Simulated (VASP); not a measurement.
# Si: single point with PBE

Crystal: Si.

```xyz
2
Lattice="4.1209 0.0000 0.0000 -2.0605 3.5688 0.0000 0.0000 0.0000 2.6548" Properties=species:S:1:pos:R:3 pbc="T T T"
Si    0.0000    2.3792    1.3274
Si    2.0605    1.1896    1.3274
```

```yaml
Program: VASP 6.6.1
Task: single point
Functional: PBE
Potentials_or_basis: VASP PAW PBE potentials, release 64 (Si)
Cutoff: 520 eV
k_mesh: 8 × 8 × 10
Occupations: fermi-dirac, width 0.05 eV
Spin: no spin polarisation
```

| Item | Value |
| --- | --- |
| Pressure | 0.0 GPa |
| Band gap on the k mesh | zero (band 4 reaches 8.09 eV, above the bottom of band 5 at 3.90 eV) |

Stress tensor (GPa, compression positive):
```
 0.25  0.00  0.00
 0.00  0.25  0.00
 0.00  0.00 -0.59
```

Levels at points of the mesh, in eV from the Fermi level:
```csv
k point,band 1,band 2,band 3,band 4,band 5,band 6,band 7,band 8,band 9
"(0.00, 0.00, 0.00)",-12.31,-2.87,-2.87,-2.75,1.26,1.26,5.58,6.37,8.79
"(0.50, 0.00, 0.00)",-10.49,-8.79,-4.05,-1.30,6.16,7.05,7.14,7.81,8.15
"(0.50, 0.50, 0.00)",-10.49,-8.79,-4.05,-1.30,6.16,7.05,7.14,7.81,8.15
"(0.00, 0.00, 0.50)",-8.42,-5.89,-0.17,-0.17,1.21,3.16,4.30,4.30,5.31
"(0.50, 0.00, 0.50)",-6.57,-4.99,-4.24,-2.59,-1.20,2.89,3.91,5.07,9.91
"(0.50, 0.50, 0.50)",-6.57,-4.99,-4.25,-2.59,-1.20,2.89,3.91,5.07,9.91
```

Run time: 33 s on 1 thread of Intel(R) Xeon(R) Platinum 8488C (Sapphire Rapids) (shared host), peak memory 0.17 GiB.
